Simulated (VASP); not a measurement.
# Ti (P6_3/mmc) in VASP: relaxation of cell and atoms with PBE

Aim: the relaxation of cell and atoms of Ti with PBE.

Program: VASP 6.6.1. These are calculated values, not measurements. Logs are shortened: lines on timing, memory, paths and dates and some standing lists are left out, and cuts for length are marked.

### 1 The cell of the first run

The structure is hexagonal, space group P6_3/mmc (No. 194). Conventional cell: a = 2.950 Å, b = 2.950 Å, c = 4.680 Å, α = 90.00°, β = 90.00°, γ = 120.00°. Within 3.8 Å of Ti (site symmetry -6m2) lie 12 Ti at 2.89 to 2.95 Å.

### 2 Relaxation of cell and atoms, PBE, target pressure 2 GPa, at which the enthalpy is minimised

Input file INCAR:

```
SYSTEM = Ti
  ALGO = Fast
  EDIFF = 1E-7
  EDIFFG = -0.002
  ENCUT = 600
  GGA = PE
  IBRION = 2
  ISIF = 3
  ISMEAR = 0
  LASPH = .True.
  LCHARG = .False.
  LREAL = .False.
  LWAVE = .False.
  NELM = 80
  NSW = 80
  PREC = Accurate
  PSTRESS = 20.0
  SIGMA = 0.3
```

Input file KPOINTS:

```
k-points
0
Gamma
  20 20 12
  0 0 0
```

Input file POSCAR:

```
Ti
1.0
    2.9500000000      0.0000000000      0.0000000000
   -1.4750000000      2.5547749412      0.0000000000
    0.0000000000      0.0000000000      4.6800000000
Ti
2
Direct
    0.3333333333      0.6666666667      0.2500000000
    0.6666666667      0.3333333333      0.7500000000
```

Potentials or basis: VASP PAW PBE potentials, release 64 (Ti_sv).

Command:

```
> cat potpaw_PBE.64/Ti_sv/POTCAR > POTCAR
> mpirun -np 1 vasp_std > vasp.out
```

OUTCAR:

```text
SYSTEM = Ti
   EDIFF = 1E-7
   EDIFFG = -0.002
   ENCUT = 600
   GGA = PE
   IBRION = 2
   ISIF = 3
   ISMEAR = 0
   LASPH = .True.
   LREAL = .False.
   NELM = 80
   NSW = 80
   PREC = Accurate
   PSTRESS = 20.0

 ion  position               nearest neighbor table
   1  0.333  0.667  0.250-   2 2.89   2 2.89   2 2.89   2 2.89   2 2.89   2 2.89
   2  0.667  0.333  0.750-   1 2.89   1 2.89   1 2.89   1 2.89   1 2.89   1 2.89

  LATTYP: Found a hexagonal cell.
 ALAT       =     2.9500000000
 C/A-ratio  =     1.5864406780

  Lattice vectors:

 A1 = (   2.9500000000,   0.0000000000,   0.0000000000)
 A2 = (  -1.4750000000,   2.5547749412,   0.0000000000)
 A3 = (   0.0000000000,   0.0000000000,   4.6800000000)

Analysis of symmetry for initial positions (statically):
=====================================================================
 Subroutine PRICEL returns:
 Original cell was already a primitive cell.

 Routine SETGRP: Setting up the symmetry group for a
 hexagonal supercell.

 Subroutine GETGRP returns: Found 24 space group operations
 (whereof 12 operations were pure point group operations)
 out of a pool of 24 trial point group operations.

The static configuration has the point symmetry D_3d.
 The point group associated with its full space group is D_6h.

Analysis of symmetry for dynamics (positions and initial velocities):
=====================================================================
 Subroutine PRICEL returns:
 Original cell was already a primitive cell.

 Routine SETGRP: Setting up the symmetry group for a
 hexagonal supercell.

 Subroutine GETGRP returns: Found 24 space group operations
 (whereof 12 operations were pure point group operations)
 out of a pool of 24 trial point group operations.

The dynamic configuration has the point symmetry D_3d.
 The point group associated with its full space group is D_6h.

 Subroutine INISYM returns: Found 24 space group operations
 (whereof 12 operations are pure point group operations),
 and found     1 'primitive' translations

----------------------------------------------------------------------------------------

                                     Primitive cell

  volume of cell :      35.2712

  direct lattice vectors                    reciprocal lattice vectors
     2.950000000  0.000000000  0.000000000     0.338983051  0.195711956  0.000000000
    -1.475000000  2.554774941  0.000000000     0.000000000  0.391423911  0.000000000
     0.000000000  0.000000000  4.680000000     0.000000000  0.000000000  0.213675214

  length of vectors
     2.950000000  2.950000000  4.680000000     0.391423911  0.391423911  0.213675214

  position of ions in fractional coordinates (direct lattice)
     0.333333333  0.666666667  0.250000000
     0.666666667  0.333333333  0.750000000

  ion indices of the primitive-cell ions
   primitive index   ion index
                 1           1
                 2           2

----------------------------------------------------------------------------------------

 KPOINTS: k-points

Automatic generation of k-mesh.
 Grid dimensions read from file:
 generate k-points for:   20   20   12

 Generating k-lattice:

  Cartesian coordinates                     Fractional coordinates (reciprocal lattice)
     0.016949153  0.009785598  0.000000000     0.050000000 -0.000000000  0.000000000
     0.000000000  0.019571196  0.000000000     0.000000000  0.050000000  0.000000000
     0.000000000  0.000000000  0.017806268     0.000000000  0.000000000  0.083333333

  Length of vectors
     0.019571196  0.019571196  0.017806268

  Shift w.r.t. Gamma in fractional coordinates (k-lattice)
     0.000000000  0.000000000  0.000000000

 Subroutine IBZKPT returns following result:
 ===========================================

 Found    308 irreducible k-points:

 Following reciprocal coordinates:
            Coordinates               Weight
  0.000000  0.000000  0.000000      1.000000
  0.050000  0.000000  0.000000      6.000000
  0.100000  0.000000  0.000000      6.000000
  0.150000  0.000000  0.000000      6.000000
  0.200000  0.000000  0.000000      6.000000
  0.250000  0.000000  0.000000      6.000000
[... 16 lines left out ...]
  0.200000  0.100000  0.000000     12.000000
  0.250000  0.100000  0.000000     12.000000
 [... further k-points ...]
   k-points           NKPTS =    308   k-points in BZ     NKDIM =    308   number of bands    NBANDS=     16
   number of dos      NEDOS =    301   number of ions     NIONS =      2
   total plane-waves  NPLWV =  23040
   dimension x,y,z NGX =    24 NGY =   24 NGZ =   40
   dimension x,y,z NGXF=    48 NGYF=   48 NGZF=   80
   ions per type =               2
   NGX,Y,Z   is equivalent  to a cutoff of  13.53, 13.53, 14.21 a.u.
   NGXF,Y,Z  is equivalent  to a cutoff of  27.05, 27.05, 28.42 a.u.
 SYSTEM =  Ti
   PREC   = accura    normal or accurate (medium, high low for compatibility)
   ISTART =      0    job   : 0-new  1-cont  2-samecut
   ICHARG =      2    charge: 1-file 2-atom 10-const
   ISPIN  =      1    spin polarized calculation?
   LNONCOLLINEAR =      F non collinear calculations
   LSORBIT =      F    spin-orbit coupling
   LASPH  =      T    aspherical Exc in radial PAW
   ENCUT  =  600.0 eV  44.10 Ry    6.64 a.u.   5.89  5.89  9.35*2*pi/ulx,y,z
   NELM   =     80;   NELMIN=  2; NELMDL= -5     # of ELM steps
   EDIFF  = 0.1E-06   stopping-criterion for ELM
   LREAL  =      F    real-space projection
   EDIFFG = -.2E-02   stopping-criterion for IOM
   NSW    =     80    number of steps for IOM
   IBRION =      2    ionic relax: 0-MD 1-quasi-New 2-CG
   NFREE  =      1    steps in history (QN), initial steepest desc. (CG)
   ISIF   =      3    stress and relaxation
   ISYM   =      2    0-nonsym 1-usesym 2-fastsym
   POTIM  = 0.5000    time-step for ionic-motion
   TEBEG  =    0.0;   TEEND  =   0.0 temperature during run
   PSTRESS=   20.0 pullay stress
   NELECT =      24.0000    total number of electrons
   NUPDOWN=      -1.0000    fix difference up-down
   EMIN   =  10.00;   EMAX   =-10.00  energy-range for DOS
   EFERMI =   0.00;   METHOD = LEGACY
   ISMEAR =     0;   SIGMA  =   0.30  broadening in eV -4-tet -1-fermi 0-gaus
   EFERMI_NEDOS =   21; number of points for ismear=-14 and -15
   IALGO  =     68    algorithm
   IMIX   =      4    mixing-type and parameters
     AMIX     =   0.40;   BMIX     =  1.00
     AMIX_MAG =   1.60;   BMIX_MAG =  1.00
  volume/ion in A,a.u.               =      17.64       119.01
  Fermi-wavevector in a.u.,A,eV,Ry     =   1.439920  2.721055 28.209912  2.073370
  Thomas-Fermi vector in A             =   2.558722
   LORBIT       =      0    0 simple, 1 ext, 2 COOP (PROOUT), +10 PAW based schemes
   GGA     = PE    functional components
   LHFCALC =     F    Hartree Fock is set to
   AEXX    =    0.0000 exact exchange contribution
   IVDW    =     0    specifies the selected vdW correction
   LEPSILON=     F    determine dielectric tensor
   LRPA    =     F    only Hartree local field effects (RPA)
 conjugate gradient relaxation of ions
 non-spin polarized calculation
 RMM-DIIS sequential band-by-band and
 Gauss-broadening in eV      SIGMA  =   0.30
  energy-cutoff  :      600.00
  volume of cell :       35.27
 maximum number of plane-waves:      1194
 NGX is ok and might be reduce to    24
   NGX = 11   NGY = 11   NGZ = 19

--------------------------------------- Ionic step        1  -------------------------------------------

 number of electron      23.9999997 magnetization

 Free energy of the ion-electron system (eV)
  ---------------------------------------------------
  ext. energy  EPLUGINS =         0.00000000
  ---------------------------------------------------
  free energy    TOTEN  =       -15.71822046 eV

  energy without entropy =      -15.61142477  energy(sigma->0) =      -15.66482261

------------------------ aborting loop because EDIFF is reached ----------------------------------------

  FORCE on cell =-STRESS in cart. coord.  units (eV):
  Direction    XX          YY          ZZ          XY          YZ          ZX
  --------------------------------------------------------------------------------------
  -------------------------------------------------------------------------------------
  Total       -0.3290907     -0.3290907     -0.3688872     -0.0000000     -0.0000000      0.0000000
  in kB      -14.9487763    -14.9487763    -16.7565110     -0.0000000     -0.0000000      0.0000000
  external PRESSURE =     -35.5513545 kB  Pullay stress =      20.0000000 kB
[... 93 lines left out ...]
  FREE ENERGIE OF THE ION-ELECTRON SYSTEM (eV)
  ---------------------------------------------------
  free  energy   TOTEN  =       -15.7170037683 eV

  energy  without entropy=      -15.6143452535  energy(sigma->0) =      -15.66567451

  enthalpy is  TOTEN    =       -15.2905701966 eV   P V=        0.4264335717

[... ionic steps 4 to 8 ...]

--------------------------------------- Ionic step        9  -------------------------------------------

 number of electron      23.9999992 magnetization

------------------------ aborting loop because EDIFF is reached ----------------------------------------

  FORCE on cell =-STRESS in cart. coord.  units (eV):
  Direction    XX          YY          ZZ          XY          YZ          ZX
  --------------------------------------------------------------------------------------
  -------------------------------------------------------------------------------------
  Total        0.4276532      0.4276532      0.4310275      0.0000000      0.0000000      0.0000000
  in kB       20.0627083     20.0627083     20.2210099      0.0000000      0.0000000      0.0000000
  external PRESSURE =       0.1154755 kB  Pullay stress =      20.0000000 kB
[... 61 lines left out ...]
  enthalpy is  TOTEN    =       -15.2905737565 eV   P V=        0.4263374073

--------------------------------------- Ionic step       11  -------------------------------------------

 number of electron      23.9999992 magnetization

 Free energy of the ion-electron system (eV)
  ---------------------------------------------------
  ext. energy  EPLUGINS =         0.00000000
  ---------------------------------------------------
  free energy    TOTEN  =       -15.71692802 eV

  energy without entropy =      -15.61433534  energy(sigma->0) =      -15.66563168

 E-fermi :   8.4854     XC(G=0): -11.5764

 val. band max:        8.4830807444   @ k =   0.1000   0.1000   0.1667
 cond. band min:       8.4919986097   @ k =   0.3000   0.2000   0.5000
 fundamental gap:      0.0089178654
 Fermi energy:         8.4854051241

 k-point     1 :       0.0000    0.0000    0.0000
  band No.  band energies     occupation
      1     -48.3055      2.00000
      2     -48.1592      2.00000
      3     -24.9055      2.00000
      4     -24.2407      2.00000
      5     -24.2407      2.00000
      6     -24.1577      2.00000
[... 8 lines left out ...]
     15       9.8121      0.00000
     16       9.8121      0.00000
[... 420 lines left out ...]
  band No.  band energies     occupation
      1     -48.2245      2.00000
      2     -48.1342      2.00000
      3     -24.7128      2.00000
      4     -24.5622      2.00000
      5     -24.4808      2.00000
      6     -24.3434      2.00000
[... 8 lines left out ...]
     15       9.5961      0.00000
     16      10.6944      0.00000

 [... further k-points ...]

------------------------ aborting loop because EDIFF is reached ----------------------------------------

  FORCE on cell =-STRESS in cart. coord.  units (eV):
  Direction    XX          YY          ZZ          XY          YZ          ZX
  --------------------------------------------------------------------------------------
  -------------------------------------------------------------------------------------
  Total        0.4255416      0.4255416      0.4286420     -0.0000000     -0.0000000      0.0000000
  in kB       19.9618859     19.9618859     20.1073210     -0.0000000     -0.0000000      0.0000000
  external PRESSURE =       0.0103643 kB  Pullay stress =      20.0000000 kB
[... 17 lines left out ...]
  FREE ENERGIE OF THE ION-ELECTRON SYSTEM (eV)
  ---------------------------------------------------
  free  energy   TOTEN  =       -15.7169280249 eV

  energy  without entropy=      -15.6143353413  energy(sigma->0) =      -15.66563168

  enthalpy is  TOTEN    =       -15.2905738964 eV   P V=        0.4263541284

 reached required accuracy - stopping structural energy minimisation
```

Run time: 79 min. Hardware: 1 thread of Intel Xeon 8259CL, shared host; peak memory 0.35 GiB.

Results:

| Quantity | Value |
| --- | --- |
| Free energy | -15.7169 eV |
| Relaxed volume | 17.08 Å³/atom |
| Relaxed cell | a = 2.920 Å, b = 2.920 Å, c = 4.626 Å, α = 90.00°, β = 90.00°, γ = 120.00° |
| Space group after relaxing (to 0.1 Å) | P6_3/mmc (No. 194) |
| Energy change on relaxing (the run minimises the enthalpy) | +0.6 meV/atom |
| Ionic steps | 11 |
| Pressure after relaxing | 2.0 GPa |
| Band gap on the k mesh | zero (bands 12 and 13 overlap by 1.14 eV) |

The path:
| step | energy change (eV) | largest force (eV/Å) | pressure (GPa) | volume (Å³) |
| --- | --- | --- | --- | --- |
| 1 | 0.0000 | 0.0000 | -1.56 | 35.27 |
| 2 | 0.0198 | 0.0000 | 5.06 | 33.31 |
| 3 | 0.0012 | 0.0000 | 2.08 | 34.16 |
| 4 | 0.0009 | 0.0000 | 1.91 | 34.18 |
| 5 | 0.0009 | 0.0000 | 1.91 | 34.18 |
| 6 | 0.0010 | 0.0000 | 1.91 | 34.18 |
| 7 | 0.0010 | 0.0000 | 1.91 | 34.18 |
| 8 | 0.0013 | 0.0000 | 1.99 | 34.16 |
| 9 | 0.0013 | 0.0000 | 2.01 | 34.15 |
| 10 | 0.0013 | 0.0000 | 2.02 | 34.15 |
| 11 | 0.0013 | 0.0000 | 2.00 | 34.15 |

Final structure:
```yaml
crystal:
  lattice:
    - [2.91978, 0.00000, 0.00000]
    - [-1.45989, 2.52860, 0.00000]
    - [0.00000, 0.00000, 4.62616]
  atoms:
    - { symbol: Ti, position: [0.33333, 0.66667, 0.25000] }
    - { symbol: Ti, position: [0.66667, 0.33333, 0.75000] }
```

Caveat: the cell is relaxed towards a set pressure, so the run minimises the enthalpy, not the energy; so wide a smearing shifts energies and pressures.
